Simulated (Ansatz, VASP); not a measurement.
## One calculation of P, two programs

```
P
1.0
    -4.45178    4.80127    1.25011
     4.80127   -4.45178    1.25011
     2.17369    2.17369   -0.61001
P
2
Cartesian
  -1.6354 6.3322 0.6401
  -1.6944 4.2176 0.9451
```

Alike in both runs: task single point; functional revPBE; k mesh 14 × 14 × 11; occupations fermi-dirac, width 0.1 eV; no spin polarisation.

|  | VASP | Ansatz |
| --- | --- | --- |
| version | VASP 6.6.1 | Ansatz 0.2.0 |
| potentials or method | VASP PAW PBE potentials, release 64 (P), cutoff 520 eV | plane waves (420 eV) with PAW, scalar-relativistic |
| valence electrons in the cell | 10 | 10 |

```csv
,VASP,Ansatz,Ansatz less VASP
pressure (GPa),7.7,8.1,+0.43
"traceless stress, the component that is largest in VASP (GPa)",1.42,1.40,-0.020
```

VASP's potentials were made for PBE, not for revPBE.
